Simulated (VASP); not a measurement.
# Sn (Fd-3m) in VASP: a series of runs

Runs on Sn. Level: PBEsol. Tasks: relaxation of cell and atoms.

Everything below comes from runs of VASP 6.6.1. Logs are shortened: lines on timing, memory, paths and dates and some standing lists are left out, and cuts for length are marked.

### 1 The cell of the first run

It takes space group Fd-3m (No. 227, cubic). Conventional cell: a = 6.032 Å, b = 6.032 Å, c = 6.032 Å, α = 90.00°, β = 90.00°, γ = 90.00°. Within 3.4 Å of Sn (site symmetry -43m) lie 4 Sn at 2.61 Å.

### 2 Relaxation of cell and atoms, PBEsol, target pressure 20 GPa, at which the enthalpy is minimised

INCAR reads:

```
PREC     = Accurate       # precision mode
ENCUT    = 600            # plane-wave cutoff, eV
EDIFF    = 1E-7           # SCF threshold, eV
ISMEAR   = 0              # smearing method
SIGMA    = 0.1            # smearing width, eV
LREAL    = F              # projectors in reciprocal space
LASPH    = T              # aspherical terms in the spheres
NELM     = 80             # most SCF steps
ALGO     = Normal         # electronic algorithm
ISIF     = 3              # what is computed and relaxed
LWAVE    = F              # write WAVECAR
LCHARG   = F              # write CHGCAR
GGA      = PS             # functional
IBRION   = 2              # ionic algorithm
NSW      = 70             # ionic steps
EDIFFG   = -0.008         # ionic threshold
PSTRESS  = 200.0
```

KPOINTS reads:

```
Automatic mesh
0
Gamma
  12 12 12
```

POSCAR reads:

```
Sn
1.0
    0.0000000000      3.0162431882      3.0162431882
    3.0162431882      0.0000000000      3.0162431882
    3.0162431882      3.0162431882      0.0000000000
Sn
2
Direct
    0.0000000000      0.0000000000      0.0000000000
    0.2500000000      0.2500000000      0.2500000000
```

Potentials or basis: VASP PAW PBE potentials, release 64 (Sn_d).

The run is started by

```sh
> cat potpaw_PBE.64/Sn_d/POTCAR > POTCAR
> mpirun -np 1 vasp_std > vasp.out
```

OUTCAR:

```text
PREC = Accurate
   ENCUT = 600
   EDIFF = 1E-7
   ISMEAR = 0
   LREAL = F
   LASPH = T
   NELM = 80
   ISIF = 3
   GGA = PS
   IBRION = 2
   NSW = 70
   EDIFFG = -0.008
   PSTRESS = 200.0

 ion  position               nearest neighbor table
   1  0.000  0.000  0.000-   2 2.61   2 2.61   2 2.61   2 2.61
   2  0.250  0.250  0.250-   1 2.61   1 2.61   1 2.61   1 2.61

  LATTYP: Found a face centered cubic cell.
 ALAT       =     6.0324863764

  Lattice vectors:

 A1 = (   0.0000000000,   3.0162431882,   3.0162431882)
 A2 = (   3.0162431882,   0.0000000000,   3.0162431882)
 A3 = (   3.0162431882,   3.0162431882,   0.0000000000)

Analysis of symmetry for initial positions (statically):
=====================================================================
 Subroutine PRICEL returns:
 Original cell was already a primitive cell.

 Routine SETGRP: Setting up the symmetry group for a
 face centered cubic supercell.

 Subroutine GETGRP returns: Found 48 space group operations
 (whereof 24 operations were pure point group operations)
 out of a pool of 48 trial point group operations.

The static configuration has the point symmetry T_d .
 The point group associated with its full space group is O_h .

Analysis of symmetry for dynamics (positions and initial velocities):
=====================================================================
 Subroutine PRICEL returns:
 Original cell was already a primitive cell.

 Routine SETGRP: Setting up the symmetry group for a
 face centered cubic supercell.

 Subroutine GETGRP returns: Found 48 space group operations
 (whereof 24 operations were pure point group operations)
 out of a pool of 48 trial point group operations.

The dynamic configuration has the point symmetry T_d .
 The point group associated with its full space group is O_h .

 Subroutine INISYM returns: Found 48 space group operations
 (whereof 24 operations are pure point group operations),
 and found     1 'primitive' translations

----------------------------------------------------------------------------------------

                                     Primitive cell

  volume of cell :      54.8819

  direct lattice vectors                    reciprocal lattice vectors
     0.000000000  3.016243188  3.016243188    -0.165769127  0.165769127  0.165769127
     3.016243188  0.000000000  3.016243188     0.165769127 -0.165769127  0.165769127
     3.016243188  3.016243188  0.000000000     0.165769127  0.165769127 -0.165769127

  length of vectors
     4.265612024  4.265612024  4.265612024     0.287120550  0.287120550  0.287120550

  position of ions in fractional coordinates (direct lattice)
     0.000000000  0.000000000  0.000000000
     0.250000000  0.250000000  0.250000000

  ion indices of the primitive-cell ions
   primitive index   ion index
                 1           1
                 2           2

----------------------------------------------------------------------------------------

 KPOINTS: Automatic mesh

Automatic generation of k-mesh.
 Grid dimensions read from file:
 generate k-points for:   12   12   12

 Generating k-lattice:

  Cartesian coordinates                     Fractional coordinates (reciprocal lattice)
    -0.013814094  0.013814094  0.013814094     0.083333333  0.000000000  0.000000000
     0.013814094 -0.013814094  0.013814094     0.000000000  0.083333333  0.000000000
     0.013814094  0.013814094 -0.013814094     0.000000000  0.000000000  0.083333333

  Length of vectors
     0.023926713  0.023926713  0.023926713

  Shift w.r.t. Gamma in fractional coordinates (k-lattice)
     0.000000000  0.000000000  0.000000000

 Subroutine IBZKPT returns following result:
 ===========================================

 Found     72 irreducible k-points:

 Following reciprocal coordinates:
            Coordinates               Weight
  0.000000  0.000000  0.000000      1.000000
  0.083333  0.000000  0.000000      8.000000
  0.166667  0.000000  0.000000      8.000000
  0.250000  0.000000  0.000000      8.000000
  0.333333  0.000000  0.000000      8.000000
[... 39 lines left out ...]
   IALGO  =     38    algorithm
   IMIX   =      4    mixing-type and parameters
     AMIX     =   0.40;   BMIX     =  1.00
     AMIX_MAG =   1.60;   BMIX_MAG =  1.00
  volume/ion in A,a.u.               =      27.44       185.18
  Fermi-wavevector in a.u.,A,eV,Ry     =   1.308131  2.472009 23.282372  1.711206
  Thomas-Fermi vector in A             =   2.438818
   LORBIT       =      0    0 simple, 1 ext, 2 COOP (PROOUT), +10 PAW based schemes
   GGA     = PS    functional components
   LHFCALC =     F    Hartree Fock is set to
   AEXX    =    0.0000 exact exchange contribution
   IVDW    =     0    specifies the selected vdW correction
   LEPSILON=     F    determine dielectric tensor
   LRPA    =     F    only Hartree local field effects (RPA)
 conjugate gradient relaxation of ions
 non-spin polarized calculation
 Gauss-broadening in eV      SIGMA  =   0.10
  energy-cutoff  :      600.00
  volume of cell :       54.88
 maximum number of plane-waves:      1853
 NGX is ok and might be reduce to    36
   NGX = 17   NGY = 17   NGZ = 17

--------------------------------------- Ionic step        1  -------------------------------------------

 number of electron      27.9999999 magnetization

 Free energy of the ion-electron system (eV)
  ---------------------------------------------------
  ext. energy  EPLUGINS =         0.00000000
  ---------------------------------------------------
  free energy    TOTEN  =        -7.79554044 eV

  energy without entropy =       -7.79538458  energy(sigma->0) =       -7.79546251

------------------------ aborting loop because EDIFF is reached ----------------------------------------

  FORCE on cell =-STRESS in cart. coord.  units (eV):
  Direction    XX          YY          ZZ          XY          YZ          ZX
  --------------------------------------------------------------------------------------
  -------------------------------------------------------------------------------------
  Total        6.1949356      6.1949356      6.1949356      0.0000000     -0.0000000      0.0000000
  in kB      180.8499204    180.8499204    180.8499204      0.0000000     -0.0000000      0.0000000
  external PRESSURE =     -19.1500796 kB  Pullay stress =     200.0000000 kB
[... 61 lines left out ...]
  enthalpy is  TOTEN    =        -0.9273848782 eV   P V=        6.5308248517

--------------------------------------- Ionic step        3  -------------------------------------------

 number of electron      27.9999998 magnetization

 Free energy of the ion-electron system (eV)
  ---------------------------------------------------
  ext. energy  EPLUGINS =         0.00000000
  ---------------------------------------------------
  free energy    TOTEN  =        -7.69518330 eV

  energy without entropy =       -7.69498515  energy(sigma->0) =       -7.69508423

 E-fermi :   8.4797     XC(G=0): -10.1409

 val. band max:        8.4358712914   @ k =   0.0000   0.0000   0.0000
 cond. band min:       8.5617634081   @ k =   0.4167   0.4167   0.0000
 fundamental gap:      0.1258921167
 Fermi energy:         8.4796851470

 k-point     1 :       0.0000    0.0000    0.0000
  band No.  band energies     occupation
      1     -13.9536      2.00000
      2     -13.9536      2.00000
      3     -13.9536      2.00000
      4     -13.8540      2.00000
      5     -13.8540      2.00000
      6     -13.2862      2.00000
[... 10 lines left out ...]
     17      10.4604      0.00000
     18      10.4604      0.00000
[... 466 lines left out ...]
      2     -14.0336      2.00000
      3     -13.8528      2.00000
      4     -13.7086      2.00000
      5     -13.6872      2.00000
      6     -13.4447      2.00000
[... 10 lines left out ...]
     17      12.5349      0.00000
     18      14.9353      0.00000

 [... further k-points ...]

------------------------ aborting loop because EDIFF is reached ----------------------------------------

  FORCE on cell =-STRESS in cart. coord.  units (eV):
  Direction    XX          YY          ZZ          XY          YZ          ZX
  --------------------------------------------------------------------------------------
  -------------------------------------------------------------------------------------
  Total        6.7406957      6.7406957      6.7406957      0.0000000      0.0000000     -0.0000000
  in kB      199.8611033    199.8611033    199.8611033      0.0000000      0.0000000     -0.0000000
  external PRESSURE =      -0.1388967 kB  Pullay stress =     200.0000000 kB
[... 17 lines left out ...]
  FREE ENERGIE OF THE ION-ELECTRON SYSTEM (eV)
  ---------------------------------------------------
  free  energy   TOTEN  =        -7.6951833006 eV

  energy  without entropy=       -7.6949851533  energy(sigma->0) =       -7.69508423

  enthalpy is  TOTEN    =        -0.9498030896 eV   P V=        6.7453802109

 reached required accuracy - stopping structural energy minimisation
```

Run time: 3.5 min. Hardware: 1 thread of Intel Xeon Platinum 8488C (Sapphire Rapids), shared host; peak memory 0.25 GiB.

What came out:

```yaml
Free_energy: -7.6952 eV
Relaxed_volume: 27.02 Å³/atom
Relaxed_cell: a = 4.244 Å, b = 4.244 Å, c = 4.244 Å, α = 60.00°, β = 60.00°, γ = 60.00°
Space_group_after_relaxing_to_0.05_Å: Fd-3m (No. 227)
Energy_change_on_relaxing_the_enthalpy_is_what_falls: +50.2 meV/atom
Ionic_steps: 3
Pressure_after_relaxing: 20.0 GPa
Band_gap_on_the_k_mesh: 0.13 eV, indirect (least direct gap 0.94 eV)
```

The path:
```
step  energy change (eV)  largest force (eV/Å)  pressure (GPa)  volume (Å³)
   1              0.0000                0.0000           18.08        54.88
   2              0.3373                0.0000           24.32        52.32
   3              0.1004                0.0000           19.99        54.04
```

Final structure:
```
Sn
1.0
     0.00000    3.00068    3.00068
     3.00068    0.00000    3.00068
     3.00068    3.00068    0.00000
Sn
2
Direct
  0.00000 0.00000 0.00000
  0.25000 0.25000 0.25000
```

Caveat: the cell is relaxed towards a set pressure, so the enthalpy falls and the energy may rise; the PAW data sets were made with another functional, which shifts forces and pressure a little; spin-orbit coupling is left out, which moves the levels of the heavy elements.

### 3 Relaxation of cell and atoms, PBEsol, target pressure 10 GPa, at which the enthalpy is minimised

This run uses another cell than the first one, of 29.51 Å³/atom, 1.075 times its volume.

INCAR reads:

```
SYSTEM = Sn
ALGO = Normal
EDIFF = 1E-6
EDIFFG = -0.008
ENCUT = 600
GGA = PS
IBRION = 2
ISIF = 3
ISMEAR = 0
LASPH = .True.
LCHARG = .False.
LREAL = .False.
LWAVE = .False.
NELM = 60
NSW = 70
PREC = Accurate
PSTRESS = 100.0
SIGMA = 0.1
```

KPOINTS reads:

```
k-points
0
Gamma
  12 12 12
  0 0 0
```

POSCAR reads:

```
Sn
1.0
    0.0000000000      3.0901263915      3.0901263915
    3.0901263915      0.0000000000      3.0901263915
    3.0901263915      3.0901263915      0.0000000000
Sn
2
Direct
    0.0000000000      0.0000000000      0.0000000000
    0.2500000000      0.2500000000      0.2500000000
```

Potentials or basis: VASP PAW PBE potentials, release 64 (Sn_d).

The run is started by

```sh
> cat potpaw_PBE.64/Sn_d/POTCAR > POTCAR
> mpirun -np 1 vasp_std > vasp.out
```

It took 4.2 min on 1 thread of Intel Xeon Platinum 8488C (Sapphire Rapids), shared host; peak memory 0.25 GiB.

The run converged. Its results:

```yaml
Free_energy: -8.1875 eV
Relaxed_volume: 29.72 Å³/atom
Relaxed_cell: a = 4.381 Å, b = 4.381 Å, c = 4.381 Å, α = 60.00°, β = 60.00°, γ = 60.00°
Space_group_after_relaxing_to_0.05_Å: Fd-3m (No. 227)
Energy_change_on_relaxing_the_enthalpy_is_what_falls: -13.7 meV/atom
Ionic_steps: 5
Pressure_after_relaxing: 10.0 GPa
Band_gap_on_the_k_mesh: 0.15 eV, indirect (least direct gap 0.22 eV)
```

Step by step:
| step | energy change (eV) | largest force (eV/Å) | pressure (GPa) | volume (Å³) |
| --- | --- | --- | --- | --- |
| 1 | 0.0000 | 0.0000 | 10.58 | 59.01 |
| 2 | -0.0565 | 0.0000 | 9.26 | 59.93 |
| 3 | -0.0264 | 0.0000 | 10.06 | 59.43 |
| 4 | -0.0287 | 0.0000 | 9.92 | 59.46 |
| 5 | -0.0273 | 0.0000 | 9.97 | 59.44 |

Final structure:
```cif
data_structure
_symmetry_space_group_name_H-M 'P 1'
_symmetry_Int_Tables_number 1
_cell_length_a 4.3806
_cell_length_b 4.3806
_cell_length_c 4.3806
_cell_angle_alpha 60.000
_cell_angle_beta 60.000
_cell_angle_gamma 60.000
_cell_volume 59.44
loop_
_atom_site_label
_atom_site_type_symbol
_atom_site_fract_x
_atom_site_fract_y
_atom_site_fract_z
_atom_site_occupancy
Sn1 Sn 0.00000 0.00000 0.00000 1
Sn2 Sn 0.25000 0.25000 0.25000 1
```

Levels at points of the mesh, in eV from the valence-band top:
```tsv
k point	band 11	band 12	band 13	band 14	band 15	band 16	band 17	band 18
(0.00, 0.00, 0.00)	-11.75	0.00	0.00	0.00	0.22	2.06	2.06	2.06
(0.50, 0.00, 0.00)	-9.80	-7.04	-1.44	-1.44	0.15	3.16	3.16	5.27
(0.50, 0.50, 0.00)	-8.16	-8.16	-3.06	-3.06	0.48	0.48	8.53	8.53
```

Caveat: the cell is relaxed towards a set pressure, so the enthalpy falls and the energy may rise; the PAW data sets were made with another functional, which shifts forces and pressure a little; spin-orbit coupling is left out, which moves the levels of the heavy elements.

### 4 Relaxation of cell and atoms, PBEsol, target pressure 5 GPa, at which the enthalpy is minimised

This run uses another cell than the first one, of 31.60 Å³/atom, 1.152 times its volume.

INCAR reads:

```
SYSTEM = Sn
ALGO = Normal ; EDIFF = 1E-6
EDIFFG = -0.008 ; ENCUT = 600
GGA = PS ; IBRION = 2
ISIF = 3 ; ISMEAR = 0
LASPH = .True. ; LCHARG = .False.
LREAL = .False. ; LWAVE = .False.
NELM = 60 ; NSW = 70
PREC = Accurate ; PSTRESS = 50.0
SIGMA = 0.1
```

KPOINTS is that of step 3.

POSCAR reads:

```
Sn
1.0
    0.0000000000      3.1616670207      3.1616670207
    3.1616670207      0.0000000000      3.1616670207
    3.1616670207      3.1616670207      0.0000000000
Sn
2
Direct
    0.0000000000      0.0000000000      0.0000000000
    0.2500000000      0.2500000000      0.2500000000
```

The run is started by

```sh
> cat potpaw_PBE.64/Sn_d/POTCAR > POTCAR
> mpirun -np 1 vasp_std > vasp.out
```

Run time: 3 min. Hardware: 1 thread of Intel Xeon Platinum 8488C (Sapphire Rapids), shared host; peak memory 0.25 GiB.

Results (log left out):

- Free energy: -8.3752 eV
- Relaxed volume: 31.76 Å³/atom
- Relaxed cell: a = 4.479 Å, b = 4.479 Å, c = 4.479 Å, α = 60.00°, β = 60.00°, γ = 60.00°
- Space group after relaxing (to 0.05 Å): Fd-3m (No. 227)
- Energy change on relaxing (the enthalpy is what falls): -5.1 meV/atom
- Ionic steps: 3
- Pressure after relaxing: 5.0 GPa
- Band gap on the k mesh: zero (filled and empty bands touch)

Step by step:
| step | energy change (eV) | largest force (eV/Å) | pressure (GPa) | volume (Å³) |
| --- | --- | --- | --- | --- |
| 1 | 0.0000 | 0.0000 | 5.33 | 63.21 |
| 2 | -0.0188 | 0.0000 | 4.71 | 63.81 |
| 3 | -0.0102 | 0.0000 | 5.03 | 63.53 |

Final structure:
```
Sn
1.0
     0.00000    3.16695    3.16695
     3.16695    0.00000    3.16695
     3.16695    3.16695    0.00000
Sn
2
Direct
  0.00000 0.00000 0.00000
  0.25000 0.25000 0.25000
```

Levels at points of the mesh, in eV from the Fermi level:
| k point | band 11 | band 12 | band 13 | band 14 | band 15 | band 16 | band 17 | band 18 |
| --- | --- | --- | --- | --- | --- | --- | --- | --- |
| (0.00, 0.00, 0.00) | -11.20 | -0.23 | 0.04 | 0.04 | 0.04 | 2.10 | 2.10 | 2.10 |
| (0.50, 0.00, 0.00) | -9.41 | -6.68 | -1.29 | -1.29 | 0.04 | 3.19 | 3.19 | 5.40 |
| (0.50, 0.50, 0.00) | -7.85 | -7.85 | -2.77 | -2.77 | 0.62 | 0.62 | 8.13 | 8.13 |

Caveat: the cell is relaxed towards a set pressure, so the enthalpy falls and the energy may rise; the PAW data sets were made with another functional, which shifts forces and pressure a little; spin-orbit coupling is left out, which moves the levels of the heavy elements.

### 5 Relaxation of cell and atoms, PBEsol, target pressure 2 GPa, at which the enthalpy is minimised

This run uses another cell than the first one, of 34.31 Å³/atom, 1.250 times its volume.

INCAR reads:

```
  PREC = Accurate
  ENCUT = 600
  EDIFF = 1E-6
  ISMEAR = 0
  SIGMA = 0.1
  LREAL = False
  LASPH = True
  NELM = 100
  ALGO = Normal
  ISIF = 3
  LWAVE = False
  LCHARG = False
  GGA = PS
  IBRION = 2
  NSW = 70
  EDIFFG = -0.008
  PSTRESS = 20.0
```

KPOINTS reads:

```
regular mesh
0
Gamma
  12 12 12
```

POSCAR reads:

```
Sn
1.0
    0.0000000000      3.2493917883      3.2493917883
    3.2493917883      0.0000000000      3.2493917883
    3.2493917883      3.2493917883      0.0000000000
Sn
2
Direct
    0.0000000000      0.0000000000      0.0000000000
    0.2500000000      0.2500000000      0.2500000000
```

The run is started by

```sh
> cat potpaw_PBE.64/Sn_d/POTCAR > POTCAR
> mpirun -np 1 vasp_std > vasp.out
```

Wall time 4.1 min (1 thread of Intel Xeon Platinum 8488C (Sapphire Rapids), shared host); peak memory 0.29 GiB.

Results (log left out):

| Quantity | Value |
| --- | --- |
| Free energy | -8.4485 eV |
| Relaxed volume | 33.47 Å³/atom |
| Relaxed cell | a = 4.557 Å, b = 4.557 Å, c = 4.557 Å, α = 60.00°, β = 60.00°, γ = 60.00° |
| Space group after relaxing (to 0.05 Å) | Fd-3m (No. 227) |
| Energy change on relaxing (the enthalpy is what falls) | +7.3 meV/atom |
| Ionic steps | 3 |
| Pressure after relaxing | 2.0 GPa |
| Band gap on the k mesh | zero (band 14 reaches 5.80 eV, above the bottom of band 15 at 5.69 eV) |

The path:
| step | energy change (eV) | largest force (eV/Å) | pressure (GPa) | volume (Å³) |
| --- | --- | --- | --- | --- |
| 1 | 0.0000 | 0.0000 | 0.80 | 68.62 |
| 2 | 0.0266 | 0.0000 | 2.65 | 66.10 |
| 3 | 0.0146 | 0.0000 | 2.00 | 66.93 |

Final structure:
```xyz
2
Lattice="0.0000 3.2225 3.2225 3.2225 0.0000 3.2225 3.2225 3.2225 0.0000" Properties=species:S:1:pos:R:3 pbc="T T T"
Sn    0.0000    0.0000    0.0000
Sn    1.6113    1.6113    1.6113
```

Levels at points of the mesh, in eV from the Fermi level:
| k point | band 11 | band 12 | band 13 | band 14 | band 15 | band 16 | band 17 | band 18 |
| --- | --- | --- | --- | --- | --- | --- | --- | --- |
| (0.00, 0.00, 0.00) | -10.78 | -0.56 | 0.08 | 0.08 | 0.08 | 2.15 | 2.15 | 2.15 |
| (0.50, 0.00, 0.00) | -9.11 | -6.41 | -1.16 | -1.16 | -0.03 | 3.21 | 3.21 | 5.50 |
| (0.50, 0.50, 0.00) | -7.61 | -7.61 | -2.55 | -2.55 | 0.73 | 0.73 | 7.83 | 7.83 |

Caveat: the cell is relaxed towards a set pressure, so the enthalpy falls and the energy may rise; the PAW data sets were made with another functional, which shifts forces and pressure a little; spin-orbit coupling is left out, which moves the levels of the heavy elements.

### 6 Summary

```tsv
cell	gap on the mesh (eV)	pressure (GPa)
relaxed to 20 GPa from a = 4.266 Å, angles 60.0°, 2 atoms	0.13	20.0
relaxed to 10 GPa from a = 4.370 Å, angles 60.0°, 2 atoms	0.15	10.0
relaxed to 5 GPa from a = 4.471 Å, angles 60.0°, 2 atoms	none	5.0
relaxed to 2 GPa from a = 4.595 Å, angles 60.0°, 2 atoms	none	2.0
```

Alike in all rows: task relaxation of cell and atoms; level PBEsol; potentials or basis VASP PAW PBE potentials, release 64 (Sn_d); no spin polarisation; k mesh 12 × 12 × 12; cutoff (eV) 600; smearing gaussian 0.1 eV.

Caveats: the cell is relaxed towards a set pressure, so the enthalpy falls and the energy may rise; the PAW data sets were made with another functional, which shifts forces and pressure a little; spin-orbit coupling is left out, which moves the levels of the heavy elements.

Absolute energies hang on the potentials; compare differences alone.
